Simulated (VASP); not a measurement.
Set up this calculation in VASP 6.6.1, as the native input.

| Quantity | Value |
| --- | --- |
| Task | relaxation of shape and atoms at fixed volume |
| Functional | PBE |
| Potentials or basis | VASP PAW PBE potentials, release 64 (Ga_d, N) |
| Cutoff | 600 eV |
| k mesh | 12 × 12 × 8 |
| Occupations | gaussian, width 0.05 eV |
| Spin | no spin polarisation |
| Dipole correction | no |
| Further INCAR settings | ALGO = Normal; EDIFF = 1e-07; IBRION = 2; EDIFFG = -0.01; NSW = 60; ISIF = 4 |

The structure of GaN lies in POSCAR:

```
GaN
1.0
    3.2607273028      0.0000000001      0.0000000000
   -1.6303636515      2.8238726790      0.0000000000
    0.0000000000      0.0000000000      5.3121585662
Ga N
2 2
Direct
    0.3333333333      0.6666666667     -0.0008648221
    0.6666666667      0.3333333333      0.4991351779
    0.3333333333      0.6666666667      0.3758648221
    0.6666666667      0.3333333333      0.8758648221
```

The input as run:

INCAR

```
PREC     = Accurate       # precision mode
ENCUT    = 600            # plane-wave cutoff, eV
EDIFF    = 1E-7           # SCF threshold, eV
ISMEAR   = 0              # smearing method
SIGMA    = 0.05           # smearing width, eV
LREAL    = F              # projectors in reciprocal space
LASPH    = T              # aspherical terms in the spheres
NELM     = 80             # most SCF steps
ALGO     = Normal         # electronic algorithm
ISIF     = 4              # what is computed and relaxed
LWAVE    = F              # write WAVECAR
LCHARG   = F              # write CHGCAR
GGA      = PE             # functional
IBRION   = 2              # ionic algorithm
NSW      = 60             # ionic steps
EDIFFG   = -0.01          # ionic threshold
```

KPOINTS

```
regular mesh
0
Gamma
  12 12 8
```

Potentials or basis: VASP PAW PBE potentials, release 64 (Ga_d, N).

Launch:

```sh
$ cat potpaw_PBE.64/Ga_d/POTCAR potpaw_PBE.64/N/POTCAR > POTCAR
$ mpirun -np 1 vasp_std > vasp.out
```

It gave:

```
Pressure after relaxing      : -6.2 GPa
Largest force after relaxing : 0.006 eV/Å
Band gap on the k mesh       : 1.45 eV
```

Caveat: the relaxation stopped at its first step, so nothing moved.

It took 3.6 min on 1 thread of Intel Xeon 8259CL, with other jobs on the host, peak memory 0.25 GiB.
